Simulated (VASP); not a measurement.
# TiTe2 (P2/m) in VASP: further runs

The runs below take TiTe2 through single point, relaxation of cell and atoms, with PBE.

Everything below comes from runs of VASP 6.6.1. Logs are shortened: lines on timing, memory, paths and dates and some standing lists are left out, and cuts for length are marked.

**1. The cell of the first run**

Symmetry: P2/m, No. 10, monoclinic system. Conventional cell: a = 2.708 Å, b = 6.270 Å, c = 4.790 Å, α = 90.00°, β = 93.77°, γ = 90.00°. Ti (site symmetry 2/m) has 4 Te at 2.67 to 2.83 Å and 2 Ti at 2.71 Å within 3.5 Å. Within 3.6 Å of Te (site symmetry 2/m) lie 4 Te at 2.71 to 3.13 Å. Within 3.5 Å of Te (site symmetry 2/m) lie 4 Ti at 2.67 to 2.83 Å and 4 Te at 2.71 to 3.13 Å.

The cell was built from a structure type or drawn by symmetry, and may not be a known phase.

**2. Single point, PBE**

INCAR

```
PREC = Accurate
ENCUT = 520
EDIFF = 1E-6
ISMEAR = 0
SIGMA = 0.1
LREAL = False
LASPH = True
NELM = 100
ALGO = Normal
ISIF = 2
LWAVE = False
LCHARG = True
GGA = PE
LELF = True
LVHAR = True
NBANDS = 19
```

KPOINTS

```
Automatic mesh
0
Gamma
  6 4 4
```

POSCAR

```
TiTe2
1.0
    2.7080903400      0.0000000000      0.0000000000
    0.0000000000      6.2697143200      0.0000000000
   -0.3147875900      0.0000000000      4.7792469300
Ti Te
1 2
Direct
    0.5000000000      0.0000000000      0.5000000000
    0.0000000000      0.5000000000      0.0000000000
    0.0000000000      0.0000000000      0.0000000000
```

Potentials or basis: VASP PAW PBE potentials, release 64 (Ti_sv, Te).

Command:

```
cat potpaw_PBE.64/Ti_sv/POTCAR potpaw_PBE.64/Te/POTCAR > POTCAR
mpirun -np 1 vasp_std > vasp.out
```

OUTCAR:

```text
PREC = Accurate
   ENCUT = 520
   EDIFF = 1E-6
   ISMEAR = 0
   LREAL = False
   LASPH = True
   NELM = 100
   ISIF = 2
   GGA = PE

 ion  position               nearest neighbor table
   1  0.500  0.000  0.500-   3 2.67   3 2.67   3 2.83   3 2.83
   2  0.000  0.500  0.000-   3 3.13   3 3.13
   3  0.000  0.000  0.000-   1 2.67   1 2.67   1 2.83   1 2.83   2 3.13   2 3.13

  LATTYP: Found a simple monoclinic cell.
 ALAT       =     2.7080903400
 B/A-ratio  =     2.3151791605
 C/A-ratio  =     1.7686273107
 COS(beta)  =    -0.0657231133

  Lattice vectors:

 A1 = (   2.7080903400,   0.0000000000,   0.0000000000)
 A2 = (   0.0000000000,   6.2697143200,   0.0000000000)
 A3 = (  -0.3147875900,   0.0000000000,   4.7792469300)

Analysis of symmetry for initial positions (statically):
=====================================================================
 Subroutine PRICEL returns:
 Original cell was already a primitive cell.

 Routine SETGRP: Setting up the symmetry group for a
 simple monoclinic supercell.

 Subroutine GETGRP returns: Found  4 space group operations
 (whereof  4 operations were pure point group operations)
 out of a pool of  4 trial point group operations.

The static configuration has the point symmetry C_2h.

Analysis of symmetry for dynamics (positions and initial velocities):
=====================================================================
 Subroutine PRICEL returns:
 Original cell was already a primitive cell.

 Routine SETGRP: Setting up the symmetry group for a
 simple monoclinic supercell.

 Subroutine GETGRP returns: Found  4 space group operations
 (whereof  4 operations were pure point group operations)
 out of a pool of  4 trial point group operations.

The dynamic configuration has the point symmetry C_2h.

 Subroutine INISYM returns: Found  4 space group operations
 (whereof  4 operations are pure point group operations),
 and found     1 'primitive' translations

----------------------------------------------------------------------------------------

                                     Primitive cell

  volume of cell :      81.1466

  direct lattice vectors                    reciprocal lattice vectors
     2.708090340  0.000000000  0.000000000     0.369263900  0.000000000  0.024321759
     0.000000000  6.269714320  0.000000000     0.000000000  0.159496900  0.000000000
    -0.314787590  0.000000000  4.779246930     0.000000000  0.000000000  0.209237986

  length of vectors
     2.708090340  6.269714320  4.789602535     0.370064016  0.159496900  0.209237986

  position of ions in fractional coordinates (direct lattice)
     0.500000000  0.000000000  0.500000000
     0.000000000  0.500000000  0.000000000
     0.000000000  0.000000000  0.000000000

  ion indices of the primitive-cell ions
   primitive index   ion index
                 1           1
                 2           2
                 3           3

----------------------------------------------------------------------------------------

 KPOINTS: Automatic mesh

Automatic generation of k-mesh.
 Grid dimensions read from file:
 generate k-points for:    6    4    4

 Generating k-lattice:

  Cartesian coordinates                     Fractional coordinates (reciprocal lattice)
     0.061543983  0.000000000  0.004053627     0.166666667  0.000000000  0.000000000
     0.000000000  0.039874225  0.000000000     0.000000000  0.250000000  0.000000000
     0.000000000  0.000000000  0.052309496     0.000000000  0.000000000  0.250000000

  Length of vectors
     0.061677336  0.039874225  0.052309496

  Shift w.r.t. Gamma in fractional coordinates (k-lattice)
     0.000000000  0.000000000  0.000000000

 Subroutine IBZKPT returns following result:
 ===========================================

 Found     42 irreducible k-points:

 Following reciprocal coordinates:
            Coordinates               Weight
  0.000000  0.000000  0.000000      1.000000
  0.166667  0.000000  0.000000      2.000000
  0.333333  0.000000  0.000000      2.000000
  0.500000  0.000000  0.000000      1.000000
  0.000000  0.250000  0.000000      2.000000
  0.166667  0.250000  0.000000      4.000000
[... 16 lines left out ...]
 -0.333333  0.250000  0.250000      4.000000
 -0.166667  0.250000  0.250000      4.000000
 [... further k-points ...]
   k-points           NKPTS =     42   k-points in BZ     NKDIM =     42   number of bands    NBANDS=     19
   number of dos      NEDOS =    301   number of ions     NIONS =      3
   total plane-waves  NPLWV =  34560
   dimension x,y,z NGX =    20 NGY =   48 NGZ =   36
   dimension x,y,z NGXF=    40 NGYF=   96 NGZF=   72
   ions per type =               1   2
   NGX,Y,Z   is equivalent  to a cutoff of  12.28, 12.73, 12.50 a.u.
   NGXF,Y,Z  is equivalent  to a cutoff of  24.56, 25.46, 24.99 a.u.
 SYSTEM =  unknown system
   PREC   = accura    normal or accurate (medium, high low for compatibility)
   ISTART =      0    job   : 0-new  1-cont  2-samecut
   ICHARG =      2    charge: 1-file 2-atom 10-const
   ISPIN  =      1    spin polarized calculation?
   LNONCOLLINEAR =      F non collinear calculations
   LSORBIT =      F    spin-orbit coupling
   LASPH  =      T    aspherical Exc in radial PAW
   ENCUT  =  520.0 eV  38.22 Ry    6.18 a.u.   5.04 11.66  8.91*2*pi/ulx,y,z
   NELM   =    100;   NELMIN=  2; NELMDL= -5     # of ELM steps
   EDIFF  = 0.1E-05   stopping-criterion for ELM
   LREAL  =      F    real-space projection
   EDIFFG = 0.1E-04   stopping-criterion for IOM
   NSW    =      0    number of steps for IOM
   IBRION =     -1    ionic relax: 0-MD 1-quasi-New 2-CG
   NFREE  =      0    steps in history (QN), initial steepest desc. (CG)
   ISIF   =      2    stress and relaxation
   ISYM   =      2    0-nonsym 1-usesym 2-fastsym
   POTIM  = 0.5000    time-step for ionic-motion
   TEBEG  =    0.0;   TEEND  =   0.0 temperature during run
   PSTRESS=    0.0 pullay stress
   NELECT =      24.0000    total number of electrons
   NUPDOWN=      -1.0000    fix difference up-down
   EMIN   =  10.00;   EMAX   =-10.00  energy-range for DOS
   EFERMI =   0.00;   METHOD = LEGACY
   ISMEAR =     0;   SIGMA  =   0.10  broadening in eV -4-tet -1-fermi 0-gaus
   EFERMI_NEDOS =   21; number of points for ismear=-14 and -15
   IALGO  =     38    algorithm
   IMIX   =      4    mixing-type and parameters
     AMIX     =   0.40;   BMIX     =  1.00
     AMIX_MAG =   1.60;   BMIX_MAG =  1.00
  volume/ion in A,a.u.               =      27.05       182.53
  Fermi-wavevector in a.u.,A,eV,Ry     =   1.090741  2.061202 16.187079  1.189717
  Thomas-Fermi vector in A             =   2.226972
   LORBIT       =      0    0 simple, 1 ext, 2 COOP (PROOUT), +10 PAW based schemes
   GGA     = PE    functional components
   LHFCALC =     F    Hartree Fock is set to
   AEXX    =    0.0000 exact exchange contribution
   IVDW    =     0    specifies the selected vdW correction
   LEPSILON=     F    determine dielectric tensor
   LRPA    =     F    only Hartree local field effects (RPA)
 non-spin polarized calculation
 Gauss-broadening in eV      SIGMA  =   0.10
  energy-cutoff  :      520.00
  volume of cell :       81.15
 maximum number of plane-waves:      2207
   NGX = 11   NGY = 23   NGZ = 17

 number of electron      24.0000001 magnetization

 Free energy of the ion-electron system (eV)
  ---------------------------------------------------
  ext. energy  EPLUGINS =         0.00000000
  ---------------------------------------------------
  free energy    TOTEN  =       -11.87260032 eV

  energy without entropy =      -11.84568383  energy(sigma->0) =      -11.85914208

 E-fermi :   7.7137     XC(G=0):  -9.6145

 val. band max:        7.6994570193   @ k =   0.3333   0.5000   0.5000
 cond. band min:       7.7232151677   @ k =  -0.3333   0.2500   0.2500
 fundamental gap:      0.0237581484
 Fermi energy:         7.7136895487

 k-point     1 :       0.0000    0.0000    0.0000
  band No.  band energies     occupation
      1     -49.4511      2.00000
      2     -25.8922      2.00000
      3     -25.8919      2.00000
      4     -25.2097      2.00000
      5      -7.6934      2.00000
      6      -5.3353      2.00000
[... 11 lines left out ...]
     18      12.4052      0.00000
     19      12.5216      0.00000

 k-point     2 :       0.1667    0.0000    0.0000
  band No.  band energies     occupation
      1     -49.4282      2.00000
      2     -25.8729      2.00000
      3     -25.8669      2.00000
      4     -25.3853      2.00000
      5      -7.1028      2.00000
      6      -4.7533      2.00000
[... 11 lines left out ...]
     18      10.5855      0.00000
     19      12.1055      0.00000

 k-point     3 :       0.3333    0.0000    0.0000
  band No.  band energies     occupation
      1     -49.3822      2.00000
      2     -25.8340      2.00000
      3     -25.8173      2.00000
      4     -25.7255      2.00000
      5      -5.3565      2.00000
      6      -3.0094      2.00000
[... 11 lines left out ...]
     18      10.4071      0.00000
     19      11.2183      0.00000

 k-point     4 :       0.5000    0.0000    0.0000
  band No.  band energies     occupation
      1     -49.3590      2.00000
      2     -25.8932      2.00000
      3     -25.8144      2.00000
      4     -25.7901      2.00000
      5      -3.2958      2.00000
      6      -0.8927      2.00000
[... 11 lines left out ...]
     18      11.6011      0.00000
     19      11.9456      0.00000

 k-point     5 :       0.0000    0.2500    0.0000
  band No.  band energies     occupation
      1     -49.4510      2.00000
      2     -25.8922      2.00000
      3     -25.8919      2.00000
      4     -25.2097      2.00000
      5      -7.5753      2.00000
      6      -5.6488      2.00000
[... 11 lines left out ...]
     18      12.5148      0.00000
     19      13.4106      0.00000

 k-point     6 :       0.1667    0.2500    0.0000
  band No.  band energies     occupation
      1     -49.4282      2.00000
      2     -25.8729      2.00000
      3     -25.8669      2.00000
      4     -25.3853      2.00000
      5      -6.9836      2.00000
      6      -5.0693      2.00000
[... 11 lines left out ...]
     18      10.3718      0.00000
     19      11.0252      0.00000

 k-point     7 :       0.3333    0.2500    0.0000
  band No.  band energies     occupation
      1     -49.3822      2.00000
      2     -25.8340      2.00000
      3     -25.8173      2.00000
      4     -25.7255      2.00000
      5      -5.2324      2.00000
      6      -3.3424      2.00000
[... 11 lines left out ...]
     18      10.4642      0.00000
     19      11.6195      0.00000

 k-point     8 :       0.5000    0.2500    0.0000
  band No.  band energies     occupation
      1     -49.3590      2.00000
      2     -25.8932      2.00000
      3     -25.8144      2.00000
      4     -25.7901      2.00000
      5      -3.1463      2.00000
      6      -1.2654      2.00000
[... 256 lines left out ...]
 k-point    20 :       0.1667    0.2500    0.2500
  band No.  band energies     occupation
      1     -49.4283      2.00000
      2     -25.8726      2.00000
      3     -25.8702      2.00000
      4     -25.3848      2.00000
      5      -6.8216      2.00000
      6      -5.0098      2.00000
[... 11 lines left out ...]
     18      10.9856      0.00000
     19      12.0834      0.00000

 k-point    21 :       0.3333    0.2500    0.2500
  band No.  band energies     occupation
      1     -49.3821      2.00000
      2     -25.8339      2.00000
      3     -25.8212      2.00000
      4     -25.7256      2.00000
      5      -5.1315      2.00000
      6      -3.2883      2.00000
[... 11 lines left out ...]
     18      11.7039      0.00000
     19      13.2091      0.00000

 k-point    22 :       0.5000    0.2500    0.2500
  band No.  band energies     occupation
      1     -49.3588      2.00000
      2     -25.8935      2.00000
      3     -25.8144      2.00000
      4     -25.7950      2.00000
      5      -3.2628      2.00000
      6      -1.2669      2.00000
[... 11 lines left out ...]
     18      10.3920      0.00000
     19      12.0733      0.00000

 k-point    23 :      -0.3333    0.2500    0.2500
  band No.  band energies     occupation
      1     -49.3820      2.00000
      2     -25.8340      2.00000
      3     -25.8221      2.00000
      4     -25.7258      2.00000
      5      -5.2117      2.00000
      6      -3.3154      2.00000
[... 11 lines left out ...]
     18      11.7631      0.00000
     19      12.2304      0.00000

 k-point    24 :      -0.1667    0.2500    0.2500
  band No.  band energies     occupation
      1     -49.4282      2.00000
      2     -25.8727      2.00000
      3     -25.8710      2.00000
      4     -25.3850      2.00000
      5      -6.8748      2.00000
      6      -5.0259      2.00000
[... 11 lines left out ...]
     18      11.0099      0.00000
     19      11.7459      0.00000

 [... further k-points ...]

------------------------ aborting loop because EDIFF is reached ----------------------------------------

  FORCE on cell =-STRESS in cart. coord.  units (eV):
  Direction    XX          YY          ZZ          XY          YZ          ZX
  --------------------------------------------------------------------------------------
  -------------------------------------------------------------------------------------
  Total       14.9485345      4.6263004     -0.0003592      0.0000000      0.0000000      0.3797167
  in kB      295.1473114     91.3427421     -0.0070930      0.0000000      0.0000000      7.4972140
  external PRESSURE =     128.8276535 kB  Pullay stress =       0.0000000 kB

 VOLUME and BASIS-vectors are now :
 -----------------------------------------------------------------------------
  energy-cutoff  :      520.00
  volume of cell :       81.15
      direct lattice vectors                 reciprocal lattice vectors
     2.708090340  0.000000000  0.000000000     0.369263900  0.000000000  0.024321759
     0.000000000  6.269714320  0.000000000     0.000000000  0.159496900  0.000000000
    -0.314787590  0.000000000  4.779246930     0.000000000  0.000000000  0.209237986

 POSITION                                       TOTAL-FORCE (eV/Angst)
 -----------------------------------------------------------------------------------
      1.19665      0.00000      2.38962        -0.000000      0.000000      0.000000
      0.00000      3.13486      0.00000         0.000000      0.000000      0.000000
      0.00000      0.00000      0.00000        -0.000000      0.000000      0.000000
 -----------------------------------------------------------------------------------
    total drift:                               -0.000000     -0.000000      0.000000

  FREE ENERGIE OF THE ION-ELECTRON SYSTEM (eV)
  ---------------------------------------------------
  free  energy   TOTEN  =       -11.8726003209 eV

  energy  without entropy=      -11.8456838317  energy(sigma->0) =      -11.85914208
```

Wall time 97 s (1 thread of Intel Xeon 8259CL, shared host); peak memory 0.22 GiB.

Results:

```
Free energy            : -11.8726 eV
Pressure               : 12.9 GPa
Band gap on the k mesh : zero (bands 12 and 13 overlap by 1.03 eV)
```

Stress tensor (GPa, compression positive):
```
29.51  0.00  0.75
 0.00  9.13  0.00
 0.75  0.00  0.00
```

Caveat: the k points lie up to 0.39 Å⁻¹ apart, too coarse for converged energies and pressures of a metal; spin-orbit coupling is left out, which moves the levels of the heavy elements.

[end of part 1 of 2]
